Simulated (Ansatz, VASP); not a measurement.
**One calculation of Si, two programs**

```
Si
1.0
     1.73079   -1.79023    0.45930
     1.73079    1.79023    0.45930
    -0.65157    0.00000    2.44686
Si
1
Direct
  0.00000 0.00000 0.50000
```

Alike in both runs: functional PBE; k mesh 22 × 22 × 22; occupations gaussian, width 0.1 eV; no spin polarisation.

Ansatz relaxed the structure, and its values are those at the end. VASP's run is a single point on that final structure, the one shown.

```csv
,VASP,Ansatz
version,VASP 6.6.1,Ansatz 0.2.0
potentials or method,"VASP PAW PBE potentials, release 64 (Si), cutoff 520 eV","scalar-relativistic, plane waves, PAW"
valence electrons in the cell,4,4
```

```tsv
	VASP	Ansatz	Ansatz less VASP
gap on the k mesh at the Fermi level (eV)	none	none	-
pressure (GPa)	0.0	0.0	+0.05
```

A gap of «none» marks a metal or a gap that the smearing closes. With one functional, cell and mesh, what is left measures potentials, basis and numerics.
